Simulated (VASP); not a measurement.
# ZrB2 (km) (P6/mmm) in VASP: single point with PBEsol

Aim: the single point of ZrB2 (km) with PBEsol.

Everything below comes from runs of VASP 6.6.1. Logs are shortened: lines on timing, memory, paths and dates and some standing lists are left out, and cuts for length are marked.

## (1) The cell of the first run

The structure is hexagonal, space group P6/mmm (No. 191). Conventional cell: a = 3.155 Å, b = 3.155 Å, c = 3.507 Å, α = 90.00°, β = 90.00°, γ = 120.00°. Zr (site symmetry 6/mmm) has 12 B at 2.53 Å and 6 Zr at 3.15 Å within 3.3 Å. Within 2.4 Å of B (site symmetry -6m2) lie 3 B at 1.82 Å.

## (2) Single point, PBEsol

INCAR reads:

```
SYSTEM = ZrB2
ALGO = Normal
EDIFF = 1E-6
ENCUT = 500
GGA = PS
GGA_COMPAT = .False.
ISIF = 2
ISMEAR = 0
LASPH = .True.
LCHARG = .False.
LREAL = .False.
LWAVE = .False.
NBANDS = 16
NELM = 120
PREC = Accurate
SIGMA = 0.1
```

KPOINTS reads:

```
k-points
0
Gamma
  6 6 4
  0 0 0
```

POSCAR reads:

```
ZrB2
1.0
    3.1548425352      0.0000000000      0.0000000000
   -1.5774212676      2.7321737804      0.0000000000
    0.0000000000      0.0000000000      3.5072895048
Zr B
1 2
Direct
    0.0000000000      0.0000000000      0.0000000000
    0.3333333333      0.6666666667      0.5000000000
    0.6666666667      0.3333333333      0.5000000000
```

Potentials or basis: VASP PAW PBE potentials, release 64 (Zr_sv, B).

Launch:

```sh
$ cat potpaw_PBE.64/Zr_sv/POTCAR potpaw_PBE.64/B/POTCAR > POTCAR
$ mpirun -np 1 vasp_std > vasp.out
```

OUTCAR:

```text
SYSTEM = ZrB2
   EDIFF = 1E-6
   ENCUT = 500
   GGA = PS
   ISIF = 2
   ISMEAR = 0
   LASPH = .True.
   LREAL = .False.
   NELM = 120
   PREC = Accurate

 ion  position               nearest neighbor table
   1  0.000  0.000  0.000-   2 2.53   3 2.53   2 2.53   3 2.53   2 2.53   2 2.53   3 2.53   3 2.53
                             3 2.53   3 2.53   2 2.53   2 2.53
   2  0.333  0.667  0.500-   3 1.82   3 1.82   3 1.82   1 2.53   1 2.53   1 2.53   1 2.53   1 2.53
                             1 2.53
   3  0.667  0.333  0.500-   2 1.82   2 1.82   2 1.82   1 2.53   1 2.53   1 2.53   1 2.53   1 2.53
                             1 2.53

  LATTYP: Found a hexagonal cell.
 ALAT       =     3.1548425352
 C/A-ratio  =     1.1117161841

  Lattice vectors:

 A1 = (   3.1548425352,   0.0000000000,   0.0000000000)
 A2 = (  -1.5774212676,   2.7321737804,   0.0000000000)
 A3 = (   0.0000000000,   0.0000000000,   3.5072895048)

Analysis of symmetry for initial positions (statically):
=====================================================================
 Subroutine PRICEL returns:
 Original cell was already a primitive cell.

 Routine SETGRP: Setting up the symmetry group for a
 hexagonal supercell.

 Subroutine GETGRP returns: Found 24 space group operations
 (whereof 24 operations were pure point group operations)
 out of a pool of 24 trial point group operations.

The static configuration has the point symmetry D_6h.

Analysis of symmetry for dynamics (positions and initial velocities):
=====================================================================
 Subroutine PRICEL returns:
 Original cell was already a primitive cell.

 Routine SETGRP: Setting up the symmetry group for a
 hexagonal supercell.

 Subroutine GETGRP returns: Found 24 space group operations
 (whereof 24 operations were pure point group operations)
 out of a pool of 24 trial point group operations.

The dynamic configuration has the point symmetry D_6h.

 Subroutine INISYM returns: Found 24 space group operations
 (whereof 24 operations are pure point group operations),
 and found     1 'primitive' translations

----------------------------------------------------------------------------------------

                                     Primitive cell

  volume of cell :      30.2314

  direct lattice vectors                    reciprocal lattice vectors
     3.154842535  0.000000000  0.000000000     0.316973031  0.183004465  0.000000000
    -1.577421268  2.732173780  0.000000000     0.000000000  0.366008929  0.000000000
     0.000000000  0.000000000  3.507289505     0.000000000  0.000000000  0.285120461

  length of vectors
     3.154842535  3.154842535  3.507289505     0.366008929  0.366008929  0.285120461

  position of ions in fractional coordinates (direct lattice)
     0.000000000  0.000000000  0.000000000
     0.333333333  0.666666667  0.500000000
     0.666666667  0.333333333  0.500000000

  ion indices of the primitive-cell ions
   primitive index   ion index
                 1           1
                 2           2
                 3           3

----------------------------------------------------------------------------------------

 KPOINTS: k-points

Automatic generation of k-mesh.
 Grid dimensions read from file:
 generate k-points for:    6    6    4

 Generating k-lattice:

  Cartesian coordinates                     Fractional coordinates (reciprocal lattice)
     0.052828838  0.030500744  0.000000000     0.166666667  0.000000000  0.000000000
     0.000000000  0.061001488  0.000000000     0.000000000  0.166666667  0.000000000
     0.000000000  0.000000000  0.071280115     0.000000000  0.000000000  0.250000000

  Length of vectors
     0.061001488  0.061001488  0.071280115

  Shift w.r.t. Gamma in fractional coordinates (k-lattice)
     0.000000000  0.000000000  0.000000000

 Subroutine IBZKPT returns following result:
 ===========================================

 Found     21 irreducible k-points:

 Following reciprocal coordinates:
            Coordinates               Weight
  0.000000  0.000000  0.000000      1.000000
  0.166667 -0.000000  0.000000      6.000000
  0.333333 -0.000000  0.000000      6.000000
  0.500000 -0.000000  0.000000      3.000000
  0.166667  0.166667  0.000000      6.000000
  0.333333  0.166667  0.000000     12.000000
[... 13 lines left out ...]
  0.333333  0.166667  0.500000     12.000000
  0.333333  0.333333  0.500000      2.000000
   k-points           NKPTS =     21   k-points in BZ     NKDIM =     21   number of bands    NBANDS=     16
   number of dos      NEDOS =    301   number of ions     NIONS =      3
   total plane-waves  NPLWV =  16128
   dimension x,y,z NGX =    24 NGY =   24 NGZ =   28
   dimension x,y,z NGXF=    48 NGYF=   48 NGZF=   56
   ions per type =               1   2
   NGX,Y,Z   is equivalent  to a cutoff of  12.65, 12.65, 13.27 a.u.
   NGXF,Y,Z  is equivalent  to a cutoff of  25.29, 25.29, 26.54 a.u.
 SYSTEM =  ZrB2
   PREC   = accura    normal or accurate (medium, high low for compatibility)
   ISTART =      0    job   : 0-new  1-cont  2-samecut
   ICHARG =      2    charge: 1-file 2-atom 10-const
   ISPIN  =      1    spin polarized calculation?
   LNONCOLLINEAR =      F non collinear calculations
   LSORBIT =      F    spin-orbit coupling
   LASPH  =      T    aspherical Exc in radial PAW
   ENCUT  =  500.0 eV  36.75 Ry    6.06 a.u.   5.75  5.75  6.39*2*pi/ulx,y,z
   NELM   =    120;   NELMIN=  2; NELMDL= -5     # of ELM steps
   EDIFF  = 0.1E-05   stopping-criterion for ELM
   LREAL  =      F    real-space projection
   EDIFFG = 0.1E-04   stopping-criterion for IOM
   NSW    =      0    number of steps for IOM
   IBRION =     -1    ionic relax: 0-MD 1-quasi-New 2-CG
   NFREE  =      0    steps in history (QN), initial steepest desc. (CG)
   ISIF   =      2    stress and relaxation
   ISYM   =      2    0-nonsym 1-usesym 2-fastsym
   POTIM  = 0.5000    time-step for ionic-motion
   TEBEG  =    0.0;   TEEND  =   0.0 temperature during run
   PSTRESS=    0.0 pullay stress
   NELECT =      18.0000    total number of electrons
   NUPDOWN=      -1.0000    fix difference up-down
   EMIN   =  10.00;   EMAX   =-10.00  energy-range for DOS
   EFERMI =   0.00;   METHOD = LEGACY
   ISMEAR =     0;   SIGMA  =   0.10  broadening in eV -4-tet -1-fermi 0-gaus
   EFERMI_NEDOS =   21; number of points for ismear=-14 and -15
   IALGO  =     38    algorithm
   IMIX   =      4    mixing-type and parameters
     AMIX     =   0.40;   BMIX     =  1.00
     AMIX_MAG =   1.60;   BMIX_MAG =  1.00
  volume/ion in A,a.u.               =      10.08        68.00
  Fermi-wavevector in a.u.,A,eV,Ry     =   1.377251  2.602627 25.807811  1.896821
  Thomas-Fermi vector in A             =   2.502421
   LORBIT       =      0    0 simple, 1 ext, 2 COOP (PROOUT), +10 PAW based schemes
   GGA     = PS    functional components
   LHFCALC =     F    Hartree Fock is set to
   AEXX    =    0.0000 exact exchange contribution
   IVDW    =     0    specifies the selected vdW correction
   LEPSILON=     F    determine dielectric tensor
   LRPA    =     F    only Hartree local field effects (RPA)
 non-spin polarized calculation
 Gauss-broadening in eV      SIGMA  =   0.10
  energy-cutoff  :      500.00
  volume of cell :       30.23
 maximum number of plane-waves:       786
 NGX is ok and might be reduce to    24
   NGX = 11   NGY = 11   NGZ = 13

 number of electron      18.0000000 magnetization

 Free energy of the ion-electron system (eV)
  ---------------------------------------------------
  ext. energy  EPLUGINS =         0.00000000
  ---------------------------------------------------
  free energy    TOTEN  =       -26.35540828 eV

  energy without entropy =      -26.35166312  energy(sigma->0) =      -26.35353570

 E-fermi :  10.2813     XC(G=0): -12.6180

 val. band max:        9.9548678438   @ k =   0.3333   0.1667   0.0000
 cond. band min:      10.3290170636   @ k =   0.3333   0.1667   0.0000
 fundamental gap:      0.3741492198
 Fermi energy:        10.2813238705

 k-point     1 :       0.0000    0.0000    0.0000
  band No.  band energies     occupation
      1     -37.8289      2.00000
      2     -16.0783      2.00000
      3     -15.4716      2.00000
      4     -15.4716      2.00000
      5      -2.1614      2.00000
      6       7.9428      2.00000
[... 8 lines left out ...]
     15      15.8010      0.00000
     16      15.8010      0.00000

 k-point     2 :       0.1667   -0.0000    0.0000
  band No.  band energies     occupation
      1     -37.7979      2.00000
      2     -16.0322      2.00000
      3     -15.7373      2.00000
      4     -15.5296      2.00000
      5      -1.6113      2.00000
      6       6.5803      2.00000
[... 8 lines left out ...]
     15      17.5034      0.00000
     16      17.6578      0.00000

 k-point     3 :       0.3333   -0.0000    0.0000
  band No.  band energies     occupation
      1     -37.7350      2.00000
      2     -16.2359      2.00000
      3     -15.9386      2.00000
      4     -15.6433      2.00000
      5      -0.1692      2.00000
      6       4.2171      2.00000
[... 8 lines left out ...]
     15      19.0685      0.00000
     16      20.7910      0.00000

 k-point     4 :       0.5000   -0.0000    0.0000
  band No.  band energies     occupation
      1     -37.7032      2.00000
      2     -16.4712      2.00000
      3     -15.8910      2.00000
      4     -15.6991      2.00000
      5       1.5837      2.00000
      6       2.1525      2.00000
[... 8 lines left out ...]
     15      18.5272      0.00000
     16      20.8572      0.00000
[... 267 lines left out ...]
 k-point    19 :       0.1667    0.1667    0.5000
  band No.  band energies     occupation
      1     -37.7301      2.00000
      2     -16.3162      2.00000
      3     -16.0105      2.00000
      4     -15.6283      2.00000
      5       0.2928      2.00000
      6       5.2557      2.00000
[... 8 lines left out ...]
     15      19.6348      0.00000
     16      19.7348      0.00000

 k-point    20 :       0.3333    0.1667    0.5000
  band No.  band energies     occupation
      1     -37.6832      2.00000
      2     -16.2808      2.00000
      3     -16.2156      2.00000
      4     -15.7903      2.00000
      5       0.7861      2.00000
      6       3.3711      2.00000
[... 8 lines left out ...]
     15      18.6781      0.00000
     16      19.5829      0.00000

 k-point    21 :       0.3333    0.3333    0.5000
  band No.  band energies     occupation
      1     -37.6675      2.00000
      2     -16.1820      2.00000
      3     -16.1123      2.00000
      4     -16.1123      2.00000
      5       1.8191      2.00000
      6       1.8191      2.00000
[... 8 lines left out ...]
     15      17.4333      0.00000
     16      20.0497      0.00000

------------------------ aborting loop because EDIFF is reached ----------------------------------------

  FORCE on cell =-STRESS in cart. coord.  units (eV):
  Direction    XX          YY          ZZ          XY          YZ          ZX
  --------------------------------------------------------------------------------------
  -------------------------------------------------------------------------------------
  Total        0.2522779      0.2522779     -0.2081878      0.0000000      0.0000000      0.0000000
  in kB       13.3700249     13.3700249    -11.0333725      0.0000000      0.0000000      0.0000000
  external PRESSURE =       5.2355591 kB  Pullay stress =       0.0000000 kB

 VOLUME and BASIS-vectors are now :
 -----------------------------------------------------------------------------
  energy-cutoff  :      500.00
  volume of cell :       30.23
      direct lattice vectors                 reciprocal lattice vectors
     3.154842535  0.000000000  0.000000000     0.316973031  0.183004465  0.000000000
    -1.577421268  2.732173780  0.000000000     0.000000000  0.366008929  0.000000000
     0.000000000  0.000000000  3.507289505     0.000000000  0.000000000  0.285120461

 POSITION                                       TOTAL-FORCE (eV/Angst)
 -----------------------------------------------------------------------------------
      0.00000      0.00000      0.00000         0.000000      0.000000      0.000000
     -0.00000      1.82145      1.75364         0.000000      0.000000      0.000000
      1.57742      0.91072      1.75364        -0.000000      0.000000      0.000000
 -----------------------------------------------------------------------------------
    total drift:                               -0.000000      0.000000      0.000000

  FREE ENERGIE OF THE ION-ELECTRON SYSTEM (eV)
  ---------------------------------------------------
  free  energy   TOTEN  =       -26.3554082811 eV

  energy  without entropy=      -26.3516631218  energy(sigma->0) =      -26.35353570
```

Wall time 23 s (1 thread of AMD EPYC 7R13, shared host); peak memory 0.11 GiB.

What came out:

| Item | Value |
| --- | --- |
| Free energy | -26.3554 eV |
| Pressure | 0.5 GPa |
| Band gap on the k mesh | zero (band 9 reaches 10.90 eV, above the bottom of band 10 at 10.33 eV) |

Caveat: the k points lie up to 0.45 Å⁻¹ apart; the PAW data sets were made with another functional, which shifts forces and pressure a little.
